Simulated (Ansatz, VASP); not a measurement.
## Two plane-wave programs on P

```xyz
2
Lattice="1.7403 1.0048 3.0697 -1.7403 1.0048 3.0697 0.0000 -2.0096 3.0697" Properties=species:S:1:pos:R:3 pbc="T T T"
P     0.0000    0.0000    2.4923
P     0.0000    0.0000    6.7167
```

Alike in both runs: task single point; functional PBE; k mesh 18 × 18 × 18; occupations gaussian, width 0.1 eV; no spin polarisation.

|  | VASP | Ansatz |
| --- | --- | --- |
| version | VASP 6.6.1 | Ansatz 0.2.0 |
| potentials or method | VASP PAW PBE potentials, release 64 (P), cutoff 520 eV | scalar-relativistic, plane waves, PAW |
| valence electrons in the cell | 10 | 10 |

Ansatz gave:

- gap on the k mesh at the Fermi level (eV): none
- pressure (GPa): 0.0
- traceless stress, the component that is largest in VASP (GPa): -0.02
- rms of the force components (eV/Å): 0.001

**Question.** Estimate VASP's values.

**Answer.** gap on the k mesh at the Fermi level (eV): none; pressure (GPa): -0.3; traceless stress, the component that is largest in VASP (GPa): 0.12; rms of the force components (eV/Å): 0.027.

Atom by atom the forces differ by 0.027 eV/Å (rms over components). A gap of «none» marks a metal or a gap that the smearing closes.
